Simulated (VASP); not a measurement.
# NaZnCl3 (Pm-3m) in VASP: notebook

The runs below take NaZnCl3 through single point, relaxation of cell and atoms, with PBEsol.

Program: VASP 6.6.1. These are calculated values, not measurements. Logs are shortened: lines on timing, memory, paths and dates and some standing lists are left out, and cuts for length are marked.

### Step 1. The cell of the first run

Symmetry: Pm-3m, No. 221, cubic system. The conventional cell has a = 4.825 Å, b = 4.825 Å, c = 4.825 Å, α = 90.00°, β = 90.00°, γ = 90.00°. Within 4.5 Å of Na (site symmetry m-3m) lie 12 Cl at 3.41 Å and 8 Zn at 4.18 Å. Zn (site symmetry m-3m) has 6 Cl at 2.41 Å within 3.2 Å. Cl (site symmetry 4/mmm) has 2 Zn at 2.41 Å within 3.2 Å.

### Step 2. Single point, PBEsol

The input, INCAR:

```
SYSTEM = NaZnCl3
PREC = Accurate
ENCUT = 520
EDIFF = 1E-6
ISMEAR = -1
SIGMA = 0.03
LREAL = .False.
LASPH = .True.
NELM = 80
ALGO = Normal
ISIF = 2
LWAVE = .False.
LCHARG = .True.
GGA = PS
LELF = .True.
LVHAR = .True.
NBANDS = 28
```

The input, KPOINTS:

```
regular mesh
0
Gamma
  6 6 6
  0 0 0
```

The input, POSCAR:

```
NaZnCl3
1.0
    4.8245035794      0.0000000000      0.0000000000
    0.0000000000      4.8245035794      0.0000000000
    0.0000000000      0.0000000000      4.8245035794
Na Zn Cl
1 1 3
Direct
    0.0000000000      0.0000000000      0.0000000000
    0.5000000000      0.5000000000      0.5000000000
    0.5000000000      0.5000000000      0.0000000000
    0.5000000000      0.0000000000      0.5000000000
    0.0000000000      0.5000000000      0.5000000000
```

Potentials or basis: VASP PAW PBE potentials, release 64 (Na_pv, Zn, Cl).

Run with:

```console
cat potpaw_PBE.64/Na_pv/POTCAR potpaw_PBE.64/Zn/POTCAR potpaw_PBE.64/Cl/POTCAR > POTCAR
mpirun -np 1 vasp_std > vasp.out
```

OUTCAR:

```text
SYSTEM = NaZnCl3
   PREC = Accurate
   ENCUT = 520
   EDIFF = 1E-6
   ISMEAR = -1
   LREAL = .False.
   LASPH = .True.
   NELM = 80
   ISIF = 2
   GGA = PS

 ion  position               nearest neighbor table
   1  0.000  0.000  0.000-
   2  0.500  0.500  0.500-   3 2.41   4 2.41   5 2.41   3 2.41   4 2.41   5 2.41
   3  0.500  0.500  0.000-   2 2.41   2 2.41
   4  0.500  0.000  0.500-   2 2.41   2 2.41
   5  0.000  0.500  0.500-   2 2.41   2 2.41

  LATTYP: Found a simple cubic cell.
 ALAT       =     4.8245035794

  Lattice vectors:

 A1 = (   4.8245035794,   0.0000000000,   0.0000000000)
 A2 = (   0.0000000000,   4.8245035794,   0.0000000000)
 A3 = (   0.0000000000,   0.0000000000,   4.8245035794)

Analysis of symmetry for initial positions (statically):
=====================================================================
 Subroutine PRICEL returns:
 Original cell was already a primitive cell.

 Routine SETGRP: Setting up the symmetry group for a
 simple cubic supercell.

 Subroutine GETGRP returns: Found 48 space group operations
 (whereof 48 operations were pure point group operations)
 out of a pool of 48 trial point group operations.

The static configuration has the point symmetry O_h .

Analysis of symmetry for dynamics (positions and initial velocities):
=====================================================================
 Subroutine PRICEL returns:
 Original cell was already a primitive cell.

 Routine SETGRP: Setting up the symmetry group for a
 simple cubic supercell.

 Subroutine GETGRP returns: Found 48 space group operations
 (whereof 48 operations were pure point group operations)
 out of a pool of 48 trial point group operations.

The dynamic configuration has the point symmetry O_h .

 Subroutine INISYM returns: Found 48 space group operations
 (whereof 48 operations are pure point group operations),
 and found     1 'primitive' translations

----------------------------------------------------------------------------------------

                                     Primitive cell

  volume of cell :     112.2943

  direct lattice vectors                    reciprocal lattice vectors
     4.824503579  0.000000000  0.000000000     0.207275212  0.000000000  0.000000000
     0.000000000  4.824503579  0.000000000     0.000000000  0.207275212  0.000000000
     0.000000000  0.000000000  4.824503579     0.000000000  0.000000000  0.207275212

  length of vectors
     4.824503579  4.824503579  4.824503579     0.207275212  0.207275212  0.207275212

  position of ions in fractional coordinates (direct lattice)
     0.000000000  0.000000000  0.000000000
     0.500000000  0.500000000  0.500000000
     0.500000000  0.500000000  0.000000000
     0.500000000  0.000000000  0.500000000
     0.000000000  0.500000000  0.500000000

  ion indices of the primitive-cell ions
   primitive index   ion index
                 1           1
                 2           2
                 3           3
                 4           4
                 5           5

----------------------------------------------------------------------------------------

 KPOINTS: regular mesh

Automatic generation of k-mesh.
 Grid dimensions read from file:
 generate k-points for:    6    6    6

 Generating k-lattice:

  Cartesian coordinates                     Fractional coordinates (reciprocal lattice)
     0.034545869  0.000000000  0.000000000     0.166666667  0.000000000  0.000000000
     0.000000000  0.034545869  0.000000000     0.000000000  0.166666667  0.000000000
     0.000000000  0.000000000  0.034545869     0.000000000  0.000000000  0.166666667

  Length of vectors
     0.034545869  0.034545869  0.034545869

  Shift w.r.t. Gamma in fractional coordinates (k-lattice)
     0.000000000  0.000000000  0.000000000

 Subroutine IBZKPT returns following result:
 ===========================================

 Found     20 irreducible k-points:

 Following reciprocal coordinates:
            Coordinates               Weight
  0.000000  0.000000  0.000000      1.000000
  0.166667  0.000000  0.000000      6.000000
  0.333333  0.000000  0.000000      6.000000
  0.500000  0.000000  0.000000      3.000000
  0.166667  0.166667  0.000000     12.000000
  0.333333  0.166667  0.000000     24.000000
[... 12 lines left out ...]
  0.500000  0.500000  0.333333      6.000000
  0.500000  0.500000  0.500000      1.000000
   k-points           NKPTS =     20   k-points in BZ     NKDIM =     20   number of bands    NBANDS=     28
   number of dos      NEDOS =    301   number of ions     NIONS =      5
   total plane-waves  NPLWV =  46656
   dimension x,y,z NGX =    36 NGY =   36 NGZ =   36
   dimension x,y,z NGXF=    72 NGYF=   72 NGZF=   72
   ions per type =               1   1   3
   NGX,Y,Z   is equivalent  to a cutoff of  12.41, 12.41, 12.41 a.u.
   NGXF,Y,Z  is equivalent  to a cutoff of  24.81, 24.81, 24.81 a.u.
 SYSTEM =  NaZnCl3
   PREC   = accura    normal or accurate (medium, high low for compatibility)
   ISTART =      0    job   : 0-new  1-cont  2-samecut
   ICHARG =      2    charge: 1-file 2-atom 10-const
   ISPIN  =      1    spin polarized calculation?
   LNONCOLLINEAR =      F non collinear calculations
   LSORBIT =      F    spin-orbit coupling
   LASPH  =      T    aspherical Exc in radial PAW
   ENCUT  =  520.0 eV  38.22 Ry    6.18 a.u.   8.97  8.97  8.97*2*pi/ulx,y,z
   NELM   =     80;   NELMIN=  2; NELMDL= -5     # of ELM steps
   EDIFF  = 0.1E-05   stopping-criterion for ELM
   LREAL  =      F    real-space projection
   EDIFFG = 0.1E-04   stopping-criterion for IOM
   NSW    =      0    number of steps for IOM
   IBRION =     -1    ionic relax: 0-MD 1-quasi-New 2-CG
   NFREE  =      0    steps in history (QN), initial steepest desc. (CG)
   ISIF   =      2    stress and relaxation
   ISYM   =      2    0-nonsym 1-usesym 2-fastsym
   POTIM  = 0.5000    time-step for ionic-motion
   TEBEG  =    0.0;   TEEND  =   0.0 temperature during run
   PSTRESS=    0.0 pullay stress
   NELECT =      40.0000    total number of electrons
   NUPDOWN=      -1.0000    fix difference up-down
   EMIN   =  10.00;   EMAX   =-10.00  energy-range for DOS
   EFERMI =   0.00;   METHOD = LEGACY
   ISMEAR =    -1;   SIGMA  =   0.03  broadening in eV -4-tet -1-fermi 0-gaus
   EFERMI_NEDOS =   21; number of points for ismear=-14 and -15
   IALGO  =     38    algorithm
   IMIX   =      4    mixing-type and parameters
     AMIX     =   0.40;   BMIX     =  1.00
     AMIX_MAG =   1.60;   BMIX_MAG =  1.00
  volume/ion in A,a.u.               =      22.46       151.56
  Fermi-wavevector in a.u.,A,eV,Ry     =   1.160492  2.193012 18.323537  1.346742
  Thomas-Fermi vector in A             =   2.297074
   LORBIT       =      0    0 simple, 1 ext, 2 COOP (PROOUT), +10 PAW based schemes
   GGA     = PS    functional components
   LHFCALC =     F    Hartree Fock is set to
   AEXX    =    0.0000 exact exchange contribution
   IVDW    =     0    specifies the selected vdW correction
   LEPSILON=     F    determine dielectric tensor
   LRPA    =     F    only Hartree local field effects (RPA)
 non-spin polarized calculation
  energy-cutoff  :      520.00
  volume of cell :      112.29
 maximum number of plane-waves:      3040
 NGX is ok and might be reduce to    36
   NGX = 17   NGY = 17   NGZ = 17

 number of electron      40.0000008 magnetization

 Free energy of the ion-electron system (eV)
  ---------------------------------------------------
  ext. energy  EPLUGINS =         0.00000000
  ---------------------------------------------------
  free energy    TOTEN  =       -15.18274111 eV

  energy without entropy =      -15.18274111  energy(sigma->0) =      -15.18274111

 E-fermi :   1.0034     XC(G=0):  -8.7543

 val. band max:        0.3085146061   @ k =   0.5000   0.5000   0.5000
 cond. band min:       1.8955538844   @ k =   0.0000   0.0000   0.0000
 fundamental gap:      1.5870392782
 Fermi energy:         1.0033688135

 k-point     1 :       0.0000    0.0000    0.0000
  band No.  band energies     occupation
      1     -22.0552      2.00000
      2     -22.0552      2.00000
      3     -22.0552      2.00000
      4     -13.9723      2.00000
      5     -12.8050      2.00000
      6     -12.8050      2.00000
[... 20 lines left out ...]
     27       9.0481      0.00000
     28      11.6868      0.00000

 k-point     2 :       0.1667    0.0000    0.0000
  band No.  band energies     occupation
      1     -22.0555      2.00000
      2     -22.0551      2.00000
      3     -22.0551      2.00000
      4     -13.9062      2.00000
      5     -12.8624      2.00000
      6     -12.8021      2.00000
[... 20 lines left out ...]
     27       9.1861      0.00000
     28      11.4823      0.00000

 k-point     3 :       0.3333    0.0000    0.0000
  band No.  band energies     occupation
      1     -22.0561      2.00000
      2     -22.0551      2.00000
      3     -22.0551      2.00000
      4     -13.7402      2.00000
      5     -13.0117      2.00000
      6     -12.7963      2.00000
[... 20 lines left out ...]
     27       9.6982      0.00000
     28      10.3009      0.00000

 k-point     4 :       0.5000    0.0000    0.0000
  band No.  band energies     occupation
      1     -22.0564      2.00000
      2     -22.0551      2.00000
      3     -22.0551      2.00000
      4     -13.6194      2.00000
      5     -13.1244      2.00000
      6     -12.7934      2.00000
[... 20 lines left out ...]
     27       9.7986      0.00000
     28      10.3946      0.00000

 k-point     5 :       0.1667    0.1667    0.0000
  band No.  band energies     occupation
      1     -22.0555      2.00000
      2     -22.0554      2.00000
      3     -22.0551      2.00000
      4     -13.8413      2.00000
      5     -12.8827      2.00000
      6     -12.8316      2.00000
[... 20 lines left out ...]
     27       9.6050      0.00000
     28      11.0413      0.00000

 k-point     6 :       0.3333    0.1667    0.0000
  band No.  band energies     occupation
      1     -22.0560      2.00000
      2     -22.0554      2.00000
      3     -22.0551      2.00000
      4     -13.6778      2.00000
      5     -13.0102      2.00000
      6     -12.8376      2.00000
[... 339 lines left out ...]
      5     -13.0180      2.00000
      6     -13.0180      2.00000
[... 20 lines left out ...]
     27       9.7309      0.00000
     28      10.1395      0.00000

 k-point    18 :       0.5000    0.3333    0.3333
  band No.  band energies     occupation
      1     -22.0560      2.00000
      2     -22.0558      2.00000
      3     -22.0557      2.00000
      4     -13.2315      2.00000
      5     -13.0925      2.00000
      6     -13.0137      2.00000
[... 20 lines left out ...]
     27      10.0978      0.00000
     28      10.2792      0.00000

 k-point    19 :       0.5000    0.5000    0.3333
  band No.  band energies     occupation
      1     -22.0560      2.00000
      2     -22.0560      2.00000
      3     -22.0557      2.00000
      4     -13.1209      2.00000
      5     -13.0875      2.00000
      6     -13.0875      2.00000
[... 20 lines left out ...]
     27       9.7457      0.00000
     28      10.2208      0.00000

 k-point    20 :       0.5000    0.5000    0.5000
  band No.  band energies     occupation
      1     -22.0559      2.00000
      2     -22.0559      2.00000
      3     -22.0559      2.00000
      4     -13.0829      2.00000
      5     -13.0829      2.00000
      6     -13.0829      2.00000
[... 20 lines left out ...]
     27      10.5487      0.00000
     28      10.5487      0.00000

------------------------ aborting loop because EDIFF is reached ----------------------------------------

  FORCE on cell =-STRESS in cart. coord.  units (eV):
  Direction    XX          YY          ZZ          XY          YZ          ZX
  --------------------------------------------------------------------------------------
  -------------------------------------------------------------------------------------
  Total        0.0534233      0.0534233      0.0534233      0.0000000     -0.0000000     -0.0000000
  in kB        0.7622247      0.7622247      0.7622247      0.0000000     -0.0000000     -0.0000000
  external PRESSURE =       0.7622247 kB  Pullay stress =       0.0000000 kB

 VOLUME and BASIS-vectors are now :
 -----------------------------------------------------------------------------
  energy-cutoff  :      520.00
  volume of cell :      112.29
      direct lattice vectors                 reciprocal lattice vectors
     4.824503579  0.000000000  0.000000000     0.207275212  0.000000000  0.000000000
     0.000000000  4.824503579  0.000000000     0.000000000  0.207275212  0.000000000
     0.000000000  0.000000000  4.824503579     0.000000000  0.000000000  0.207275212

 POSITION                                       TOTAL-FORCE (eV/Angst)
 -----------------------------------------------------------------------------------
      0.00000      0.00000      0.00000         0.000000      0.000000      0.000000
      2.41225      2.41225      2.41225         0.000000      0.000000      0.000000
      2.41225      2.41225      0.00000         0.000000      0.000000      0.000000
      2.41225      0.00000      2.41225         0.000000      0.000000      0.000000
      0.00000      2.41225      2.41225         0.000000      0.000000      0.000000
 -----------------------------------------------------------------------------------
    total drift:                                0.000000      0.000000      0.000000

  FREE ENERGIE OF THE ION-ELECTRON SYSTEM (eV)
  ---------------------------------------------------
  free  energy   TOTEN  =       -15.1827411063 eV

  energy  without entropy=      -15.1827411063  energy(sigma->0) =      -15.18274111
```

Run time: 76 s. Hardware: 1 thread of Intel Xeon 8259CL, shared host; peak memory 0.23 GiB.

What came out:

```yaml
Free_energy: -15.1827 eV
Pressure: 0.1 GPa
Band_gap_on_the_k_mesh: 1.59 eV (least direct gap 2.23 eV)
```

Caveat: the PAW data sets were made with another functional, which shifts forces and pressure a little. A k mesh can miss the band edges.

(Part 1 of 2 ends here.)
